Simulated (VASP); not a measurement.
# K (Pm-3m) in VASP: further runs

Aim: see how the results for K move with the level of theory and the settings. Levels: BLYP+D3(BJ), PBEsol+D3(BJ). Tasks: single point.

All numbers are computed with VASP 6.6.1; they aren't measurements. Logs are shortened: lines on timing, memory, paths and dates and some standing lists are left out, and cuts for length are marked.

### 1 The cell of the first run

Symmetry: Pm-3m, No. 221, cubic system. Conventional cell: a = 4.079 Å, b = 4.079 Å, c = 4.079 Å, α = 90.00°, β = 90.00°, γ = 90.00°. K (site symmetry m-3m) has 6 K at 4.08 Å within 5.4 Å.

### 2 Single point, BLYP+D3(BJ)

The input, INCAR:

```
  PREC = Accurate
  ENCUT = 520
  EDIFF = 1E-6
  ISMEAR = -1
  SIGMA = 0.05
  LREAL = F
  LASPH = T
  NELM = 80
  ALGO = Normal
  ISIF = 2
  LWAVE = F
  LCHARG = F
  GGA = B5
  ALDAX = 1.0
  AGGAX = 1.0
  AGGAC = 1.0
  ALDAC = 0.0
  IVDW = 12
  VDW_S6 = 1.0
  VDW_S8 = 2.6996
  VDW_A1 = 0.4298
  VDW_A2 = 4.2359
  NBANDS = 10
```

The input, KPOINTS:

```
regular mesh
0
Gamma
  7 7 7
```

The input, POSCAR:

```
K
1.0
    4.0788822480      0.0000000000      0.0000000000
    0.0000000000      4.0788822480      0.0000000000
    0.0000000000      0.0000000000      4.0788822480
K
1
Direct
    0.0000000000      0.0000000000      0.0000000000
```

Potentials or basis: VASP PAW PBE potentials, release 64 (K_sv).

Launch:

```console
$ cat potpaw_PBE.64/K_sv/POTCAR > POTCAR
$ mpirun -np 1 vasp_std > vasp.out
```

OUTCAR:

```text
PREC = Accurate
   ENCUT = 520
   EDIFF = 1E-6
   ISMEAR = -1
   LREAL = F
   LASPH = T
   NELM = 80
   ISIF = 2
   GGA = B5
   IVDW = 12
 IVDW          = 12

 ion  position               nearest neighbor table
   1  0.000  0.000  0.000-

  LATTYP: Found a simple cubic cell.
 ALAT       =     4.0788822480

  Lattice vectors:

 A1 = (   4.0788822480,   0.0000000000,   0.0000000000)
 A2 = (   0.0000000000,   4.0788822480,   0.0000000000)
 A3 = (   0.0000000000,   0.0000000000,   4.0788822480)

Analysis of symmetry for initial positions (statically):
=====================================================================
 Subroutine PRICEL returns:
 Original cell was already a primitive cell.

 Routine SETGRP: Setting up the symmetry group for a
 simple cubic supercell.

 Subroutine GETGRP returns: Found 48 space group operations
 (whereof 48 operations were pure point group operations)
 out of a pool of 48 trial point group operations.

The static configuration has the point symmetry O_h .

Analysis of symmetry for dynamics (positions and initial velocities):
=====================================================================
 Subroutine PRICEL returns:
 Original cell was already a primitive cell.

 Routine SETGRP: Setting up the symmetry group for a
 simple cubic supercell.

 Subroutine GETGRP returns: Found 48 space group operations
 (whereof 48 operations were pure point group operations)
 out of a pool of 48 trial point group operations.

The dynamic configuration has the point symmetry O_h .

 Subroutine INISYM returns: Found 48 space group operations
 (whereof 48 operations are pure point group operations),
 and found     1 'primitive' translations

----------------------------------------------------------------------------------------

                                     Primitive cell

  volume of cell :      67.8615

  direct lattice vectors                    reciprocal lattice vectors
     4.078882248  0.000000000  0.000000000     0.245165204  0.000000000  0.000000000
     0.000000000  4.078882248  0.000000000     0.000000000  0.245165204  0.000000000
     0.000000000  0.000000000  4.078882248     0.000000000  0.000000000  0.245165204

  length of vectors
[... 74 lines left out ...]
   NELM   =     80;   NELMIN=  2; NELMDL= -5     # of ELM steps
   EDIFF  = 0.1E-05   stopping-criterion for ELM
   LREAL  =      F    real-space projection
   EDIFFG = 0.1E-04   stopping-criterion for IOM
   NSW    =      0    number of steps for IOM
   IBRION =     -1    ionic relax: 0-MD 1-quasi-New 2-CG
   NFREE  =      0    steps in history (QN), initial steepest desc. (CG)
   ISIF   =      2    stress and relaxation
   ISYM   =      2    0-nonsym 1-usesym 2-fastsym
   POTIM  = 0.5000    time-step for ionic-motion
   TEBEG  =    0.0;   TEEND  =   0.0 temperature during run
   PSTRESS=    0.0 pullay stress
   NELECT =       9.0000    total number of electrons
   NUPDOWN=      -1.0000    fix difference up-down
   EMIN   =  10.00;   EMAX   =-10.00  energy-range for DOS
   EFERMI =   0.00;   METHOD = LEGACY
   ISMEAR =    -1;   SIGMA  =   0.05  broadening in eV -4-tet -1-fermi 0-gaus
   EFERMI_NEDOS =   21; number of points for ismear=-14 and -15
   IALGO  =     38    algorithm
   IMIX   =      4    mixing-type and parameters
     AMIX     =   0.40;   BMIX     =  1.00
     AMIX_MAG =   1.60;   BMIX_MAG =  1.00
  volume/ion in A,a.u.               =      67.86       457.95
  Fermi-wavevector in a.u.,A,eV,Ry     =   0.834862  1.577660  9.483178  0.696994
  Thomas-Fermi vector in A             =   1.948324
   LORBIT       =      0    0 simple, 1 ext, 2 COOP (PROOUT), +10 PAW based schemes
   GGA     = B5    functional components
   LHFCALC =     F    Hartree Fock is set to
   AEXX    =    0.0000 exact exchange contribution
   IVDW    =    12    specifies the selected vdW correction
   LEPSILON=     F    determine dielectric tensor
   LRPA    =     F    only Hartree local field effects (RPA)
 non-spin polarized calculation
  energy-cutoff  :      520.00
  volume of cell :       67.86
 maximum number of plane-waves:      1841
   NGX = 15   NGY = 15   NGZ = 15

 number of electron       9.0000003 magnetization

 Free energy of the ion-electron system (eV)
  ---------------------------------------------------
  ext. energy  EPLUGINS =         0.00000000
  ---------------------------------------------------
  free energy    TOTEN  =        -0.59331515 eV

  energy without entropy =       -0.58933668  energy(sigma->0) =       -0.59132591

 E-fermi :   0.5157     XC(G=0):  -5.4449

 val. band max:        0.3931935643   @ k =   0.4286   0.1429   0.1429
 cond. band min:       0.5681712859   @ k =   0.2857   0.2857   0.2857
 fundamental gap:      0.1749777216
 Fermi energy:         0.5157351340

 k-point     1 :       0.0000    0.0000    0.0000
  band No.  band energies     occupation
      1     -31.8648      2.00000
      2     -15.3700      2.00000
      3     -15.3700      2.00000
      4     -15.3700      2.00000
      5      -1.7598      2.00000
      6       3.2325      0.00000
      7       3.2325      0.00000
      8       6.6925      0.00000
      9       6.6925      0.00000
     10       6.6925      0.00000
[... 235 lines left out ...]
 k-point    20 :       0.4286    0.4286    0.4286
  band No.  band energies     occupation
      1     -31.8405      2.00000
      2     -15.4734      2.00000
      3     -15.4725      2.00000
      4     -15.4725      2.00000
      5       2.3537      0.00000
      6       2.7959      0.00000
      7       2.7959      0.00000
      8       4.8581      0.00000
      9       5.2023      0.00000
     10       5.2023      0.00000

------------------------ aborting loop because EDIFF is reached ----------------------------------------

 Edisp (eV)   -0.29625

 E8    (eV) :    -0.2373

  FORCE on cell =-STRESS in cart. coord.  units (eV):
  Direction    XX          YY          ZZ          XY          YZ          ZX
  --------------------------------------------------------------------------------------
  -------------------------------------------------------------------------------------
  Total      -0.01094    -0.01094    -0.01094    -0.00000    -0.00000     0.00000
  in kB      -0.25818    -0.25818    -0.25818    -0.00000    -0.00000     0.00000
  external pressure =       -0.26 kB  Pullay stress =        0.00 kB

 VOLUME and BASIS-vectors are now :
 -----------------------------------------------------------------------------
  energy-cutoff  :      520.00
  volume of cell :       67.86
      direct lattice vectors                 reciprocal lattice vectors
     4.078882248  0.000000000  0.000000000     0.245165204  0.000000000  0.000000000
     0.000000000  4.078882248  0.000000000     0.000000000  0.245165204  0.000000000
     0.000000000  0.000000000  4.078882248     0.000000000  0.000000000  0.245165204

 POSITION                                       TOTAL-FORCE (eV/Angst)
 -----------------------------------------------------------------------------------
      0.00000      0.00000      0.00000         0.000000      0.000000      0.000000
 -----------------------------------------------------------------------------------
    total drift:                                0.000000      0.000000     -0.000000

  FREE ENERGIE OF THE ION-ELECTRON SYSTEM (eV)
  ---------------------------------------------------
  free  energy   TOTEN  =        -0.8895663804 eV

  energy  without entropy=       -0.8855879130  energy(sigma->0) =       -0.88757715
```

OSZICAR:

```text
N       E                     dE             d eps       ncg     rms          rms(c)
DAV:   1     0.472457312457E+02    0.47246E+02   -0.36193E+03   400   0.692E+02
DAV:   2     0.108367130683E+01   -0.46162E+02   -0.45431E+02   442   0.189E+02
DAV:   3    -0.536666548304E+00   -0.16203E+01   -0.16165E+01   614   0.284E+01
DAV:   4    -0.591659209041E+00   -0.54993E-01   -0.54966E-01   550   0.493E+00
DAV:   5    -0.596470287910E+00   -0.48111E-02   -0.48106E-02   584   0.824E-01    0.264E+00
DAV:   6    -0.593956720577E+00    0.25136E-02   -0.34382E-03   550   0.448E-01    0.173E+00
DAV:   7    -0.593287414765E+00    0.66931E-03   -0.60304E-03   540   0.490E-01    0.109E-01
DAV:   8    -0.593262078805E+00    0.25336E-04   -0.89579E-04   560   0.286E-01    0.243E-02
DAV:   9    -0.593301565044E+00   -0.39486E-04   -0.96966E-05   462   0.414E-02    0.122E-02
DAV:  10    -0.593308675455E+00   -0.71104E-05   -0.93565E-06   524   0.134E-02    0.608E-03
DAV:  11    -0.593315080275E+00   -0.64048E-05   -0.30068E-05   438   0.159E-02    0.177E-03
DAV:  12    -0.593315147773E+00   -0.67498E-07   -0.15892E-07   332   0.194E-03
   1 F= -.88956638E+00 E0= -.88757715E+00  d E =-.397847E-02
```

stdout:

```text
POSCAR found type information on POSCAR K
 POSCAR found :  1 types and       1 ions
 scaLAPACK will be used
 -----------------------------------------------------------------------------
|                                                                             |
|                                                                             |
|     You enforced a specific xc type in the INCAR file but a different       |
|     I HOPE YOU KNOW WHAT YOU ARE DOING!                                     |
|                                                                             |
 -----------------------------------------------------------------------------

 LDA part: xc-table for (Slater(with rela. corr.)+VWN5), standard interpolation
 POSCAR, INCAR and KPOINTS ok, starting setup
 FFT: planning ... GRIDC
 FFT: planning ... GRID_SOFT
 FFT: planning ... GRID
 WAVECAR not read
 entering main loop
```

It took 16 s on 1 thread of Intel Xeon Platinum 8559C (Emerald Rapids), shared host; peak memory 0.16 GiB.

What came out:

```
Free energy                : -0.8896 eV
Pressure                   : 0.0 GPa
Dispersion energy per atom : -0.296 eV
```

Caveat: the PAW data sets were made with another functional, which shifts forces and pressure a little; pairwise dispersion overbinds metals, which lowers pressure and volume.

### 3 Single point, PBEsol+D3(BJ)

This run uses another cell than the first one, of 70.09 Å³/atom, 1.033 times its volume.

The input, INCAR:

```
  PREC = Accurate
  ENCUT = 520
  EDIFF = 1E-7
  ISMEAR = -1
  SIGMA = 0.05
  LREAL = False
  LASPH = True
  NELM = 60
  ALGO = Normal
  ISIF = 2
  LWAVE = False
  LCHARG = False
  GGA = PS
  IVDW = 12
  NBANDS = 10
```

The input, KPOINTS:

```
Automatic mesh
0
Gamma
  7 7 7
```

The input, POSCAR:

```
K
1.0
    4.1230035048      0.0000000000      0.0000000000
    0.0000000000      4.1230035048      0.0000000000
    0.0000000000      0.0000000000      4.1230035048
K
1
Direct
    0.0000000000      0.0000000000      0.0000000000
```

Potentials or basis: VASP PAW PBE potentials, release 64 (K_sv).

Launch:

```console
$ cat potpaw_PBE.64/K_sv/POTCAR > POTCAR
$ mpirun -np 1 vasp_std > vasp.out
```

Run time: 9 s. Hardware: 1 thread of Intel Xeon Platinum 8559C (Emerald Rapids), shared host; peak memory 0.17 GiB.

The run converged. Its results:

```yaml
Free_energy: -1.1577 eV
Pressure: 0.0 GPa
Dispersion_energy_per_atom: -0.132 eV
```

Levels at points of the mesh, in eV from the Fermi level:
| k point | band 3 | band 4 | band 5 | band 6 | band 7 | band 8 |
| --- | --- | --- | --- | --- | --- | --- |
| (0.00, 0.00, 0.00) | -15.62 | -15.62 | -2.22 | 2.92 | 2.92 | 6.48 |

Caveat: the PAW data sets were made with another functional, which shifts forces and pressure a little; pairwise dispersion overbinds metals, which lowers pressure and volume.
